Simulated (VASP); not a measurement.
# BaS in VASP: further runs

Runs on BaS. Level: PBE. Tasks: single point, relaxation of cell and atoms.

Everything below comes from runs of VASP 6.6.1. Logs are shortened: lines on timing, memory, paths and dates and some standing lists are left out, and cuts for length are marked.

### Step 1. The cell of the first run

The structure is tetragonal, space group I4/mmm (No. 139). The conventional cell has a = 4.555 Å, b = 4.555 Å, c = 6.422 Å, α = 90.00°, β = 90.00°, γ = 90.00°. Within 4.2 Å of Ba (site symmetry 4/mmm) lie 6 S at 3.21 to 3.22 Å. Within 4.2 Å of S (site symmetry 4/mmm) lie 6 Ba at 3.21 to 3.22 Å.

### Step 2. Single point, PBE

The input, INCAR:

```
SYSTEM = BaS
PREC = Accurate
ENCUT = 500
EDIFF = 1E-6
ISMEAR = 0
SIGMA = 0.15
LREAL = .False.
LASPH = .True.
NELM = 120
ALGO = Normal
ISIF = 2
LWAVE = .False.
LCHARG = .False.
GGA = PE
NBANDS = 15
GGA_COMPAT = .False.
```

The input, KPOINTS:

```
regular mesh
0
Gamma
  5 5 5
  0 0 0
```

The input, POSCAR:

```
BaS
1.0
   -2.2773050421      2.2773050421      3.2108098615
    2.2773050421     -2.2773050421      3.2108098615
    2.2773050421      2.2773050421     -3.2108098615
Ba S
1 1
Direct
    0.0000000000      0.0000000000      0.0000000000
    0.5000000000      0.5000000000      0.0000000000
```

Potentials or basis: VASP PAW PBE potentials, release 64 (Ba_sv, S).

Run with:

```sh
$ cat potpaw_PBE.64/Ba_sv/POTCAR potpaw_PBE.64/S/POTCAR > POTCAR
$ mpirun -np 1 vasp_std > vasp.out
```

OUTCAR:

```text
SYSTEM = BaS
   PREC = Accurate
   ENCUT = 500
   EDIFF = 1E-6
   ISMEAR = 0
   LREAL = .False.
   LASPH = .True.
   NELM = 120
   ISIF = 2
   GGA = PE

 ion  position               nearest neighbor table
   1  0.000  0.000  0.000-   2 3.21   2 3.21   2 3.22   2 3.22   2 3.22   2 3.22
   2  0.500  0.500  0.000-   1 3.21   1 3.21   1 3.22   1 3.22   1 3.22   1 3.22

  LATTYP: Found a body centered tetragonal cell.
 ALAT       =     4.5546100842
 C/A-ratio  =     1.4099164592

  Lattice vectors:

 A1 = (  -2.2773050421,   2.2773050421,   3.2108098615)
 A2 = (   2.2773050421,  -2.2773050421,   3.2108098615)
 A3 = (   2.2773050421,   2.2773050421,  -3.2108098615)

Analysis of symmetry for initial positions (statically):
=====================================================================
 Subroutine PRICEL returns:
 Original cell was already a primitive cell.

 Routine SETGRP: Setting up the symmetry group for a
 body centered tetragonal supercell.

 Subroutine GETGRP returns: Found 16 space group operations
 (whereof 16 operations were pure point group operations)
 out of a pool of 16 trial point group operations.

The static configuration has the point symmetry D_4h.

Analysis of symmetry for dynamics (positions and initial velocities):
=====================================================================
 Subroutine PRICEL returns:
 Original cell was already a primitive cell.

 Routine SETGRP: Setting up the symmetry group for a
 body centered tetragonal supercell.

 Subroutine GETGRP returns: Found 16 space group operations
 (whereof 16 operations were pure point group operations)
 out of a pool of 16 trial point group operations.

The dynamic configuration has the point symmetry D_4h.

 Subroutine INISYM returns: Found 16 space group operations
 (whereof 16 operations are pure point group operations),
 and found     1 'primitive' translations

----------------------------------------------------------------------------------------

                                     Primitive cell

  volume of cell :      66.6066

  direct lattice vectors                    reciprocal lattice vectors
    -2.277305042  2.277305042  3.210809862     0.000000000  0.219557763  0.155723952
     2.277305042 -2.277305042  3.210809862     0.219557763  0.000000000  0.155723952
     2.277305042  2.277305042 -3.210809862     0.219557763  0.219557763  0.000000000

  length of vectors
     4.547695733  4.547695733  4.547695733     0.269175705  0.269175705  0.310501566

  position of ions in fractional coordinates (direct lattice)
     0.000000000  0.000000000  0.000000000
     0.500000000  0.500000000  0.000000000

  ion indices of the primitive-cell ions
   primitive index   ion index
                 1           1
                 2           2

----------------------------------------------------------------------------------------

 KPOINTS: regular mesh

Automatic generation of k-mesh.
 Grid dimensions read from file:
 generate k-points for:    5    5    5

 Generating k-lattice:

  Cartesian coordinates                     Fractional coordinates (reciprocal lattice)
     0.000000000  0.043911553  0.031144790     0.200000000 -0.000000000  0.000000000
     0.043911553  0.000000000  0.031144790    -0.000000000  0.200000000  0.000000000
     0.043911553  0.043911553  0.000000000     0.000000000  0.000000000  0.200000000

  Length of vectors
     0.053835141  0.053835141  0.062100313

  Shift w.r.t. Gamma in fractional coordinates (k-lattice)
     0.000000000  0.000000000  0.000000000

 Subroutine IBZKPT returns following result:
 ===========================================

 Found     18 irreducible k-points:

 Following reciprocal coordinates:
            Coordinates               Weight
  0.000000  0.000000  0.000000      1.000000
  0.200000 -0.000000  0.000000      8.000000
  0.400000 -0.000000  0.000000      8.000000
  0.200000  0.200000  0.000000      8.000000
  0.400000  0.200000  0.000000     16.000000
 -0.400000  0.200000 -0.000000     16.000000
[... 10 lines left out ...]
 -0.400000  0.400000  0.400000      4.000000
 -0.400000 -0.400000  0.400000      2.000000
   k-points           NKPTS =     18   k-points in BZ     NKDIM =     18   number of bands    NBANDS=     15
   number of dos      NEDOS =    301   number of ions     NIONS =      2
   total plane-waves  NPLWV =  46656
   dimension x,y,z NGX =    36 NGY =   36 NGZ =   36
   dimension x,y,z NGXF=    72 NGYF=   72 NGZF=   72
   ions per type =               1   1
   NGX,Y,Z   is equivalent  to a cutoff of  13.16, 13.16, 13.16 a.u.
   NGXF,Y,Z  is equivalent  to a cutoff of  26.32, 26.32, 26.32 a.u.
 SYSTEM =  BaS
   PREC   = accura    normal or accurate (medium, high low for compatibility)
   ISTART =      0    job   : 0-new  1-cont  2-samecut
   ICHARG =      2    charge: 1-file 2-atom 10-const
   ISPIN  =      1    spin polarized calculation?
   LNONCOLLINEAR =      F non collinear calculations
   LSORBIT =      F    spin-orbit coupling
   LASPH  =      T    aspherical Exc in radial PAW
   ENCUT  =  500.0 eV  36.75 Ry    6.06 a.u.   8.29  8.29  8.29*2*pi/ulx,y,z
   NELM   =    120;   NELMIN=  2; NELMDL= -5     # of ELM steps
   EDIFF  = 0.1E-05   stopping-criterion for ELM
   LREAL  =      F    real-space projection
   EDIFFG = 0.1E-04   stopping-criterion for IOM
   NSW    =      0    number of steps for IOM
   IBRION =     -1    ionic relax: 0-MD 1-quasi-New 2-CG
   NFREE  =      0    steps in history (QN), initial steepest desc. (CG)
   ISIF   =      2    stress and relaxation
   ISYM   =      2    0-nonsym 1-usesym 2-fastsym
   POTIM  = 0.5000    time-step for ionic-motion
   TEBEG  =    0.0;   TEEND  =   0.0 temperature during run
   PSTRESS=    0.0 pullay stress
   NELECT =      16.0000    total number of electrons
   NUPDOWN=      -1.0000    fix difference up-down
   EMIN   =  10.00;   EMAX   =-10.00  energy-range for DOS
   EFERMI =   0.00;   METHOD = LEGACY
   ISMEAR =     0;   SIGMA  =   0.15  broadening in eV -4-tet -1-fermi 0-gaus
   EFERMI_NEDOS =   21; number of points for ismear=-14 and -15
   IALGO  =     38    algorithm
   IMIX   =      4    mixing-type and parameters
     AMIX     =   0.40;   BMIX     =  1.00
     AMIX_MAG =   1.60;   BMIX_MAG =  1.00
  volume/ion in A,a.u.               =      33.30       224.74
  Fermi-wavevector in a.u.,A,eV,Ry     =   1.017675  1.923127 14.091046  1.035663
  Thomas-Fermi vector in A             =   2.151089
   LORBIT       =      0    0 simple, 1 ext, 2 COOP (PROOUT), +10 PAW based schemes
   GGA     = PE    functional components
   LHFCALC =     F    Hartree Fock is set to
   AEXX    =    0.0000 exact exchange contribution
   IVDW    =     0    specifies the selected vdW correction
   LEPSILON=     F    determine dielectric tensor
   LRPA    =     F    only Hartree local field effects (RPA)
 non-spin polarized calculation
 Gauss-broadening in eV      SIGMA  =   0.15
  energy-cutoff  :      500.00
  volume of cell :       66.61
 maximum number of plane-waves:      1700
 NGX is ok and might be reduce to    36
   NGX = 17   NGY = 17   NGZ = 17

 number of electron      16.0000002 magnetization

 Free energy of the ion-electron system (eV)
  ---------------------------------------------------
  ext. energy  EPLUGINS =         0.00000000
  ---------------------------------------------------
  free energy    TOTEN  =       -10.19214798 eV

  energy without entropy =      -10.19214798  energy(sigma->0) =      -10.19214798

 E-fermi :   2.0017     XC(G=0):  -8.5341

 val. band max:        1.3483586014   @ k =   0.0000   0.0000   0.0000
 cond. band min:       3.5975886666   @ k =  -0.4000  -0.4000   0.4000
 fundamental gap:      2.2492300652
 Fermi energy:         2.0016586269

 k-point     1 :       0.0000    0.0000    0.0000
  band No.  band energies     occupation
      1     -24.8050      2.00000
      2      -9.8626      2.00000
      3      -9.8626      2.00000
      4      -9.8624      2.00000
      5      -8.9844      2.00000
      6       1.3391      2.00000
      7       1.3391      2.00000
      8       1.3484      2.00000
      9       4.8335      0.00000
     10       5.1988      0.00000
     11       5.1988      0.00000
     12       5.2195      0.00000
     13       6.0998      0.00000
     14       6.1176      0.00000
     15      10.0376      0.00000

 k-point     2 :       0.2000   -0.0000    0.0000
  band No.  band energies     occupation
      1     -24.7912      2.00000
      2     -10.3689      2.00000
      3      -9.8757      2.00000
      4      -9.8746      2.00000
      5      -8.4456      2.00000
      6       0.5076      2.00000
      7       0.9030      2.00000
      8       0.9057      2.00000
      9       5.2925      0.00000
     10       5.7663      0.00000
     11       5.7755      0.00000
     12       6.1169      0.00000
     13       7.1409      0.00000
     14       7.1656      0.00000
     15      11.4255      0.00000

 k-point     3 :       0.4000   -0.0000    0.0000
  band No.  band energies     occupation
      1     -24.7689      2.00000
      2     -10.8390      2.00000
      3      -9.8966      2.00000
      4      -9.8940      2.00000
      5      -7.9171      2.00000
      6      -0.4139      2.00000
      7       0.3734      2.00000
      8       0.3748      2.00000
      9       6.1759      0.00000
     10       7.1504      0.00000
     11       7.1526      0.00000
     12       7.3683      0.00000
     13       9.2557      0.00000
     14       9.2912      0.00000
     15      11.1779      0.00000
[... 235 lines left out ...]
 k-point    17 :      -0.4000    0.4000    0.4000
  band No.  band energies     occupation
      1     -24.7532      2.00000
      2     -10.3225      2.00000
      3     -10.2595      2.00000
      4     -10.0067      2.00000
      5      -8.5654      2.00000
      6       0.6226      2.00000
      7       0.7972      2.00000
      8       0.8748      2.00000
      9       4.2566      0.00000
     10       7.5730      0.00000
     11       7.7876      0.00000
     12       8.0812      0.00000
     13       8.2426      0.00000
     14       8.8908      0.00000
     15      10.7468      0.00000

 k-point    18 :      -0.4000   -0.4000    0.4000
  band No.  band energies     occupation
      1     -24.7578      2.00000
      2     -10.3741      2.00000
      3     -10.0235      2.00000
      4     -10.0235      2.00000
      5      -8.7304      2.00000
      6       0.5276      2.00000
      7       1.1750      2.00000
      8       1.1750      2.00000
      9       3.5976      0.00000
     10       6.8949      0.00000
     11       7.0859      0.00000
     12       8.4914      0.00000
     13       8.4914      0.00000
     14       9.5343      0.00000
     15      10.1372      0.00000

------------------------ aborting loop because EDIFF is reached ----------------------------------------

  FORCE on cell =-STRESS in cart. coord.  units (eV):
  Direction    XX          YY          ZZ          XY          YZ          ZX
  --------------------------------------------------------------------------------------
  -------------------------------------------------------------------------------------
  Total        0.1452289      0.1452289      0.2447860      0.0000000      0.0000000      0.0000000
  in kB        3.4933859      3.4933859      5.8881671      0.0000000      0.0000000      0.0000000
  external PRESSURE =       4.2916463 kB  Pullay stress =       0.0000000 kB

 VOLUME and BASIS-vectors are now :
 -----------------------------------------------------------------------------
  energy-cutoff  :      500.00
  volume of cell :       66.61
      direct lattice vectors                 reciprocal lattice vectors
    -2.277305042  2.277305042  3.210809862     0.000000000  0.219557763  0.155723952
     2.277305042 -2.277305042  3.210809862     0.219557763  0.000000000  0.155723952
     2.277305042  2.277305042 -3.210809862     0.219557763  0.219557763  0.000000000

 POSITION                                       TOTAL-FORCE (eV/Angst)
 -----------------------------------------------------------------------------------
      0.00000      0.00000      0.00000        -0.000000      0.000000      0.000000
      0.00000      0.00000      3.21081         0.000000     -0.000000     -0.000000
 -----------------------------------------------------------------------------------
    total drift:                                0.000000     -0.000000      0.000000

  FREE ENERGIE OF THE ION-ELECTRON SYSTEM (eV)
  ---------------------------------------------------
  free  energy   TOTEN  =       -10.1921479844 eV

  energy  without entropy=      -10.1921479844  energy(sigma->0) =      -10.19214798
```

It took 25 s on 1 thread of Intel Xeon Platinum 8375C at 2.90GHz (Ice Lake), shared host; peak memory 0.2 GiB.

Results:

- Free energy: -10.1921 eV
- Pressure: 0.4 GPa
- Band gap on the k mesh: 2.25 eV, indirect (least direct gap 2.41 eV)

Caveat: spin-orbit coupling is left out, which moves the levels of the heavy elements. A k mesh can miss the band edges.

### Step 3. Relaxation of cell and atoms, PBE

The input, INCAR:

```
SYSTEM = BaS
  PREC = Accurate
  ENCUT = 500
  EDIFF = 1E-7
  ISMEAR = 0
  SIGMA = 0.15
  LREAL = .False.
  LASPH = .True.
  NELM = 120
  ALGO = Normal
  ISIF = 3
  LWAVE = .False.
  LCHARG = .False.
  GGA = PE
  IBRION = 2
  NSW = 36
  EDIFFG = -0.08
  GGA_COMPAT = .False.
  NELMIN = 4
```

The input, KPOINTS:

```
regular mesh
0
Gamma
  4 4 4
  0 0 0
```

The input, POSCAR:

```
BaS
1.0
    0.0000000000      3.2168980400      3.2168980400
    3.2168980400      0.0000000000      3.2168980400
    3.2168980400      3.2168980400      0.0000000000
Ba S
1 1
Direct
    0.0000000000      0.0000000000      0.0000000000
    0.5000000000      0.5000000000      0.5000000000
```

Potentials or basis: VASP PAW PBE potentials, release 64 (Ba_sv, S).

Run with:

```sh
$ cat potpaw_PBE.64/Ba_sv/POTCAR potpaw_PBE.64/S/POTCAR > POTCAR
$ mpirun -np 1 vasp_std > vasp.out
```

It took 20 s on 1 thread of Intel Xeon Platinum 8375C at 2.90GHz (Ice Lake), shared host; peak memory 0.2 GiB.

Results (log left out):

* Free energy: -10.1893 eV
* Relaxed volume: 33.77 Å³/atom
* Relaxed cell: a = 4.571 Å, b = 4.571 Å, c = 4.571 Å, α = 60.00°, β = 60.00°, γ = 60.00°
* Space group after relaxing (to 0.05 Å): Fm-3m (No. 225)
* Energy gained by relaxing: 0.5 meV/atom
* Ionic steps: 2
* Pressure after relaxing: -0.1 GPa
* Band gap on the k mesh: 2.16 eV, indirect (least direct gap 2.31 eV)

Step by step:
| step | energy change (eV) | largest force (eV/Å) | pressure (GPa) | volume (Å³) |
| --- | --- | --- | --- | --- |
| 1 | 0.0000 | 0.0000 | 0.48 | 66.58 |
| 2 | -0.0010 | 0.0000 | -0.13 | 67.54 |

Final structure:
```xyz
2
Lattice="0.0000 3.2322 3.2322 3.2322 0.0000 3.2322 3.2322 3.2322 0.0000" Properties=species:S:1:pos:R:3 pbc="T T T"
Ba    3.2322    0.0000    3.2322
S     3.2322    3.2322    3.2322
```

Levels at points of the mesh, in eV from the valence-band top:
| k point | band 5 | band 6 | band 7 | band 8 | band 9 | band 10 | band 11 | band 12 |
| --- | --- | --- | --- | --- | --- | --- | --- | --- |
| (0.00, 0.00, 0.00) | -10.30 | 0.00 | 0.00 | 0.00 | 3.42 | 3.86 | 3.86 | 3.86 |
| (0.50, 0.00, 0.00) | -9.22 | -1.86 | -1.02 | -1.02 | 5.42 | 5.58 | 6.16 | 6.16 |
| (0.50, 0.50, 0.00) | -10.21 | -0.56 | -0.15 | -0.15 | 2.16 | 5.81 | 5.83 | 7.30 |

Caveat: the k points lie up to 0.42 Å⁻¹ apart in the final cell; spin-orbit coupling is left out, which moves the levels of the heavy elements. A k mesh can miss the band edges.
